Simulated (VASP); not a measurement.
# In (Fd-3m) in VASP: notebook

The runs below take In through relaxation of cell and atoms, single point, with PBE.

Program: VASP 6.6.1. These are calculated values, not measurements. Logs are shortened: lines on timing, memory, paths and dates and some standing lists are left out, and cuts for length are marked.

## 1. The cell of the first run

Symmetry: Fd-3m, No. 227, cubic system. The conventional cell has a = 4.923 Å, b = 4.923 Å, c = 4.923 Å, α = 90.00°, β = 90.00°, γ = 90.00°. In (site symmetry -43m) has 4 In at 2.13 Å within 2.8 Å.

## 2. Relaxation of cell and atoms, PBE, target pressure 140 GPa, at which the enthalpy is minimised

INCAR reads:

```
SYSTEM = In
PREC = Accurate
ENCUT = 600
EDIFF = 1E-6
ISMEAR = -1
SIGMA = 0.08
LREAL = .False.
LASPH = .True.
NELM = 60
ALGO = Normal
ISIF = 3
LWAVE = .False.
LCHARG = .False.
GGA = PE
IBRION = 2
NSW = 60
EDIFFG = -0.005
PSTRESS = 1400.0
```

KPOINTS reads:

```
regular mesh
0
Gamma
  13 13 13
  0 0 0
```

POSCAR reads:

```
In
1.0
    0.0000000000      2.4614667381      2.4614667381
    2.4614667381      0.0000000000      2.4614667381
    2.4614667381      2.4614667381      0.0000000000
In
2
Direct
   -0.1250000000     -0.1250000000     -0.1250000000
    0.1250000000      0.1250000000      0.1250000000
```

Potentials or basis: VASP PAW PBE potentials, release 64 (In_d).

Run with:

```
> cat potpaw_PBE.64/In_d/POTCAR > POTCAR
> mpirun -np 1 vasp_std > vasp.out
```

OUTCAR:

```text
SYSTEM = In
   PREC = Accurate
   ENCUT = 600
   EDIFF = 1E-6
   ISMEAR = -1
   LREAL = .False.
   LASPH = .True.
   NELM = 60
   ISIF = 3
   GGA = PE
   IBRION = 2
   NSW = 60
   EDIFFG = -0.005
   PSTRESS = 1400.0

 ion  position               nearest neighbor table
   1  0.875  0.875  0.875-   2 2.13   2 2.13   2 2.13   2 2.13
   2  0.125  0.125  0.125-   1 2.13   1 2.13   1 2.13   1 2.13

  LATTYP: Found a face centered cubic cell.
 ALAT       =     4.9229334762

  Lattice vectors:

 A1 = (   0.0000000000,   2.4614667381,   2.4614667381)
 A2 = (   2.4614667381,   0.0000000000,   2.4614667381)
 A3 = (   2.4614667381,   2.4614667381,   0.0000000000)

Analysis of symmetry for initial positions (statically):
=====================================================================
 Subroutine PRICEL returns:
 Original cell was already a primitive cell.

 Routine SETGRP: Setting up the symmetry group for a
 face centered cubic supercell.

 Subroutine GETGRP returns: Found 48 space group operations
 (whereof 12 operations were pure point group operations)
 out of a pool of 48 trial point group operations.

The static configuration has the point symmetry D_3d.
 The point group associated with its full space group is O_h .

Analysis of symmetry for dynamics (positions and initial velocities):
=====================================================================
 Subroutine PRICEL returns:
 Original cell was already a primitive cell.

 Routine SETGRP: Setting up the symmetry group for a
 face centered cubic supercell.

 Subroutine GETGRP returns: Found 48 space group operations
 (whereof 12 operations were pure point group operations)
 out of a pool of 48 trial point group operations.

The dynamic configuration has the point symmetry D_3d.
 The point group associated with its full space group is O_h .

 Subroutine INISYM returns: Found 48 space group operations
 (whereof 12 operations are pure point group operations),
 and found     1 'primitive' translations

----------------------------------------------------------------------------------------

                                     Primitive cell

  volume of cell :      29.8272

  direct lattice vectors                    reciprocal lattice vectors
     0.000000000  2.461466738  2.461466738    -0.203130919  0.203130919  0.203130919
     2.461466738  0.000000000  2.461466738     0.203130919 -0.203130919  0.203130919
     2.461466738  2.461466738  0.000000000     0.203130919  0.203130919 -0.203130919

  length of vectors
     3.481039644  3.481039644  3.481039644     0.351833072  0.351833072  0.351833072

  position of ions in fractional coordinates (direct lattice)
     0.875000000  0.875000000  0.875000000
     0.125000000  0.125000000  0.125000000

  ion indices of the primitive-cell ions
   primitive index   ion index
                 1           1
                 2           2

----------------------------------------------------------------------------------------

 KPOINTS: regular mesh

Automatic generation of k-mesh.
 Grid dimensions read from file:
 generate k-points for:   13   13   13

 Generating k-lattice:

  Cartesian coordinates                     Fractional coordinates (reciprocal lattice)
    -0.015625455  0.015625455  0.015625455     0.076923077  0.000000000  0.000000000
     0.015625455 -0.015625455  0.015625455     0.000000000  0.076923077  0.000000000
     0.015625455  0.015625455 -0.015625455     0.000000000  0.000000000  0.076923077

  Length of vectors
     0.027064082  0.027064082  0.027064082

  Shift w.r.t. Gamma in fractional coordinates (k-lattice)
     0.000000000  0.000000000  0.000000000

 Subroutine IBZKPT returns following result:
 ===========================================

 Found     84 irreducible k-points:

 Following reciprocal coordinates:
            Coordinates               Weight
  0.000000  0.000000  0.000000      1.000000
  0.076923  0.000000  0.000000      8.000000
  0.153846  0.000000  0.000000      8.000000
  0.230769  0.000000  0.000000      8.000000
  0.307692  0.000000  0.000000      8.000000
  0.384615  0.000000  0.000000      8.000000
[... 16 lines left out ...]
  0.384615  0.153846  0.000000     24.000000
  0.461538  0.153846  0.000000     24.000000
 [... further k-points ...]
   k-points           NKPTS =     84   k-points in BZ     NKDIM =     84   number of bands    NBANDS=     17
   number of dos      NEDOS =    301   number of ions     NIONS =      2
   total plane-waves  NPLWV =  21952
   dimension x,y,z NGX =    28 NGY =   28 NGZ =   28
   dimension x,y,z NGXF=    56 NGYF=   56 NGZF=   56
   ions per type =               2
   NGX,Y,Z   is equivalent  to a cutoff of  13.37, 13.37, 13.37 a.u.
   NGXF,Y,Z  is equivalent  to a cutoff of  26.74, 26.74, 26.74 a.u.
 SYSTEM =  In
   PREC   = accura    normal or accurate (medium, high low for compatibility)
   ISTART =      0    job   : 0-new  1-cont  2-samecut
   ICHARG =      2    charge: 1-file 2-atom 10-const
   ISPIN  =      1    spin polarized calculation?
   LNONCOLLINEAR =      F non collinear calculations
   LSORBIT =      F    spin-orbit coupling
   LASPH  =      T    aspherical Exc in radial PAW
   ENCUT  =  600.0 eV  44.10 Ry    6.64 a.u.   6.95  6.95  6.95*2*pi/ulx,y,z
   NELM   =     60;   NELMIN=  2; NELMDL= -5     # of ELM steps
   EDIFF  = 0.1E-05   stopping-criterion for ELM
   LREAL  =      F    real-space projection
   EDIFFG = -.5E-02   stopping-criterion for IOM
   NSW    =     60    number of steps for IOM
   IBRION =      2    ionic relax: 0-MD 1-quasi-New 2-CG
   NFREE  =      1    steps in history (QN), initial steepest desc. (CG)
   ISIF   =      3    stress and relaxation
   ISYM   =      2    0-nonsym 1-usesym 2-fastsym
   POTIM  = 0.5000    time-step for ionic-motion
   TEBEG  =    0.0;   TEEND  =   0.0 temperature during run
   PSTRESS= 1400.0 pullay stress
   NELECT =      26.0000    total number of electrons
   NUPDOWN=      -1.0000    fix difference up-down
   EMIN   =  10.00;   EMAX   =-10.00  energy-range for DOS
   EFERMI =   0.00;   METHOD = LEGACY
   ISMEAR =    -1;   SIGMA  =   0.08  broadening in eV -4-tet -1-fermi 0-gaus
   EFERMI_NEDOS =   21; number of points for ismear=-14 and -15
   IALGO  =     38    algorithm
   IMIX   =      4    mixing-type and parameters
     AMIX     =   0.40;   BMIX     =  1.00
     AMIX_MAG =   1.60;   BMIX_MAG =  1.00
  volume/ion in A,a.u.               =      14.91       100.64
  Fermi-wavevector in a.u.,A,eV,Ry     =   1.563851  2.955249 33.274806  2.445629
  Thomas-Fermi vector in A             =   2.666561
   LORBIT       =      0    0 simple, 1 ext, 2 COOP (PROOUT), +10 PAW based schemes
   GGA     = PE    functional components
   LHFCALC =     F    Hartree Fock is set to
   AEXX    =    0.0000 exact exchange contribution
   IVDW    =     0    specifies the selected vdW correction
   LEPSILON=     F    determine dielectric tensor
   LRPA    =     F    only Hartree local field effects (RPA)
 conjugate gradient relaxation of ions
 non-spin polarized calculation
  energy-cutoff  :      600.00
  volume of cell :       29.83
 maximum number of plane-waves:      1010
   NGX = 13   NGY = 13   NGZ = 13

--------------------------------------- Ionic step        1  -------------------------------------------

 number of electron      26.0000008 magnetization

 Free energy of the ion-electron system (eV)
  ---------------------------------------------------
  ext. energy  EPLUGINS =         0.00000000
  ---------------------------------------------------
  free energy    TOTEN  =         8.27512069 eV

  energy without entropy =        8.28949737  energy(sigma->0) =        8.28230903

------------------------ aborting loop because EDIFF is reached ----------------------------------------

  FORCE on cell =-STRESS in cart. coord.  units (eV):
  Direction    XX          YY          ZZ          XY          YZ          ZX
  --------------------------------------------------------------------------------------
  -------------------------------------------------------------------------------------
  Total       40.7756102     40.7756102     40.7756102      0.0000000      0.0000000      0.0000000
  in kB     2190.2774976   2190.2774976   2190.2774976      0.0000000      0.0000000      0.0000000
  external PRESSURE =     790.2774976 kB  Pullay stress =    1400.0000000 kB
[... 25 lines left out ...]
--------------------------------------- Ionic step        2  -------------------------------------------

 number of electron      25.9999970 magnetization

 E-fermi :   3.7956     XC(G=0):  -8.3996

 val. band max:        3.7936399539   @ k =  -0.4615   0.3077   0.0000
 cond. band min:       3.8034923158   @ k =   0.4615   0.3077   0.0769
 fundamental gap:      0.0098523619
 Fermi energy:         3.7955577576

 k-point     1 :       0.0000    0.0000    0.0000
  band No.  band energies     occupation
      1     -10.8139      2.00000
      2     -10.8139      2.00000
      3     -10.8139      2.00000
      4     -10.7497      2.00000
      5     -10.7497      2.00000
      6     -10.3380      2.00000
[... 457 lines left out ...]
      4     -10.6520      2.00000
      5     -10.6268      2.00000
      6     -10.4763      2.00000
[... 9 lines left out ...]
     16       8.5744      0.00000
     17       9.6604      0.00000

 [... further k-points ...]
[... 5 lines left out ...]
  --------------------------------------------------------------------------------------
  -------------------------------------------------------------------------------------
  Total        0.0921225      0.0921225      0.0921225      0.0000000      0.0000000      0.0000000
  in kB        1.9895800      1.9895800      1.9895800      0.0000000      0.0000000      0.0000000
  external PRESSURE =   -1398.0104200 kB  Pullay stress =    1400.0000000 kB
[... 59 lines left out ...]
  energy  without entropy=        1.9922308201  energy(sigma->0) =        1.98647069

  enthalpy is  TOTEN    =        33.7187702836 eV   P V=       31.7380597262

[... ionic steps 4 to 10 ...]

--------------------------------------- Ionic step       11  -------------------------------------------

 number of electron      26.0000011 magnetization

------------------------ aborting loop because EDIFF is reached ----------------------------------------
[... 71 lines left out ...]
--------------------------------------- Ionic step       13  -------------------------------------------

 number of electron      26.0000011 magnetization

 Free energy of the ion-electron system (eV)
  ---------------------------------------------------
  ext. energy  EPLUGINS =         0.00000000
  ---------------------------------------------------
  free energy    TOTEN  =         3.91383147 eV

  energy without entropy =        3.92630211  energy(sigma->0) =        3.92006679

 E-fermi :  13.4808     XC(G=0): -12.2573

 val. band max:       13.4442801753   @ k =  -0.3846   0.3077   0.0000
 cond. band min:      13.5452716059   @ k =   0.4615   0.2308   0.0000
 fundamental gap:      0.1009914306
 Fermi energy:        13.4807603344

 k-point     1 :       0.0000    0.0000    0.0000
  band No.  band energies     occupation
      1      -4.1240      2.00000
      2      -4.1240      2.00000
      3      -4.1240      2.00000
      4      -4.0292      2.00000
      5      -4.0292      2.00000
      6      -1.9128      2.00000
[... 457 lines left out ...]
      4      -3.5265      2.00000
      5      -3.3558      2.00000
      6      -2.6748      2.00000
[... 9 lines left out ...]
     16      22.8736      0.00000
     17      22.9196      0.00000

 [... further k-points ...]
[... 5 lines left out ...]
  --------------------------------------------------------------------------------------
  -------------------------------------------------------------------------------------
  Total       29.5333613     29.5333613     29.5333613      0.0000000     -0.0000000     -0.0000000
  in kB     1400.1131547   1400.1131547   1400.1131547      0.0000000     -0.0000000     -0.0000000
  external PRESSURE =       0.1131547 kB  Pullay stress =    1400.0000000 kB
[... 21 lines left out ...]
  energy  without entropy=        3.9263021105  energy(sigma->0) =        3.92006679

  enthalpy is  TOTEN    =        33.4448059176 eV   P V=       29.5309744433

 reached required accuracy - stopping structural energy minimisation
```

Run time: 2.6 min. Hardware: 1 thread of Intel Xeon 6975P-C (Granite Rapids), shared host; peak memory 0.19 GiB.

Results:

```yaml
Free_energy: 3.9138 eV
Relaxed_volume: 16.90 Å³/atom
Relaxed_cell: a = 3.629 Å, b = 3.629 Å, c = 3.629 Å, α = 60.00°, β = 60.00°, γ = 60.00°
Space_group_after_relaxing_to_0.05_Å: Fd-3m (No. 227)
Energy_change_on_relaxing_the_enthalpy_is_what_falls: -2180.6 meV/atom
Ionic_steps: 13
Pressure_after_relaxing: 140.0 GPa
Band_gap_on_the_k_mesh: zero (band 13 reaches 19.36 eV, above the bottom of band 14 at 10.69 eV)
```

Step by step:
```csv
step,energy change (eV),largest force (eV/Å),pressure (GPa),volume (Å³)
1,0.0000,0.0000,219.03,29.83
2,-12.6851,0.0000,0.20,74.18
3,-6.2944,0.0000,107.05,36.32
4,-4.5711,0.0000,136.45,34.04
5,-4.3661,0.0000,139.95,33.80
6,-4.2935,0.0000,141.31,33.72
7,-4.3027,0.0000,141.04,33.73
8,-4.3303,0.0000,140.54,33.76
9,-4.3310,0.0000,140.55,33.76
10,-4.3330,0.0000,140.50,33.76
11,-4.3371,0.0000,140.43,33.77
12,-4.3451,0.0000,140.30,33.78
13,-4.3613,0.0000,140.01,33.80
```

Final structure:
```cif
data_structure
_symmetry_space_group_name_H-M 'P 1'
_symmetry_Int_Tables_number 1
_cell_length_a 3.6290
_cell_length_b 3.6290
_cell_length_c 3.6290
_cell_angle_alpha 60.000
_cell_angle_beta 60.000
_cell_angle_gamma 60.000
_cell_volume 33.80
loop_
_atom_site_label
_atom_site_type_symbol
_atom_site_fract_x
_atom_site_fract_y
_atom_site_fract_z
_atom_site_occupancy
In1 In 0.87500 0.87500 0.87500 1
In2 In 0.12500 0.12500 0.12500 1
```

Levels at points of the mesh, in eV from the Fermi level:
```
           k point  band 9  band 10  band 11  band 12  band 13  band 14  band 15  band 16  band 17
(0.00, 0.00, 0.00)  -14.71   -14.71   -13.37     5.88     5.88     5.88     6.55     6.55     6.55
```

Caveat: the cell is relaxed towards a set pressure, so the enthalpy falls and the energy may rise; spin-orbit coupling is left out, which moves the levels of the heavy elements.

## 3. Relaxation of cell and atoms, PBE, target pressure 140 GPa, at which the enthalpy is minimised

This run uses another cell than the first one, of 16.87 Å³/atom, 1.131 times its volume.

INCAR reads:

```
SYSTEM = In
  ALGO = Normal
  EDIFF = 1E-7
  EDIFFG = -0.005
  ENCUT = 600
  GGA = PE
  IBRION = 2
  ISIF = 3
  ISMEAR = -1
  LASPH = .TRUE.
  LCHARG = .FALSE.
  LREAL = .FALSE.
  LWAVE = .FALSE.
  NELM = 100
  NSW = 32
  PREC = Accurate
  PSTRESS = 1400.0
  SIGMA = 0.08
```

KPOINTS reads:

```
k-points
0
G
  13 13 13
  0 0 0
```

POSCAR reads:

```
In
1.0
    0.0000000000      2.5646850497      2.5646850497
    2.5646850497      0.0000000000      2.5646850497
    2.5646850497      2.5646850497      0.0000000000
In
2
Direct
   -0.1250000000     -0.1250000000     -0.1250000000
    0.1250000000      0.1250000000      0.1250000000
```

Potentials or basis: VASP PAW PBE potentials, release 64 (In_d).

Run with:

```
> cat potpaw_PBE.64/In_d/POTCAR > POTCAR
> mpirun -np 1 vasp_std > vasp.out
```

Wall time 70 s (1 thread of Intel Xeon 6975P-C (Granite Rapids), shared host); peak memory 0.2 GiB.

The run converged. Its results:

| Item | Value |
| --- | --- |
| Free energy | 3.9079 eV |
| Relaxed volume | 16.90 Å³/atom |
| Relaxed cell | a = 3.629 Å, b = 3.629 Å, c = 3.629 Å, α = 60.00°, β = 60.00°, γ = 60.00° |
| Space group after relaxing (to 0.05 Å) | Fd-3m (No. 227) |
| Energy change on relaxing (the enthalpy is what falls) | -26.9 meV/atom |
| Ionic steps | 3 |
| Pressure after relaxing | 140.0 GPa |
| Band gap on the k mesh | zero (band 13 reaches 19.35 eV, above the bottom of band 14 at 10.69 eV) |

The path:
| step | energy change (eV) | largest force (eV/Å) | pressure (GPa) | volume (Å³) |
| --- | --- | --- | --- | --- |
| 1 | 0.0000 | 0.0000 | 140.95 | 33.74 |
| 2 | -0.4191 | 0.0000 | 133.68 | 34.23 |
| 3 | -0.0537 | 0.0000 | 140.03 | 33.80 |

Final structure:
```
In
1.0
     0.00000    2.56624    2.56624
     2.56624    0.00000    2.56624
     2.56624    2.56624    0.00000
In
2
Direct
  0.87500 0.87500 0.87500
  0.12500 0.12500 0.12500
```

Levels at points of the mesh, in eV from the Fermi level:
```
           k point  band 9  band 10  band 11  band 12  band 13  band 14  band 15  band 16  band 17
(0.00, 0.00, 0.00)  -14.71   -14.71   -13.37     5.88     5.88     5.88     6.55     6.55     6.55
```

Caveat: the cell is relaxed towards a set pressure, so the enthalpy falls and the energy may rise; spin-orbit coupling is left out, which moves the levels of the heavy elements.

(Part 1 of 2 ends here.)
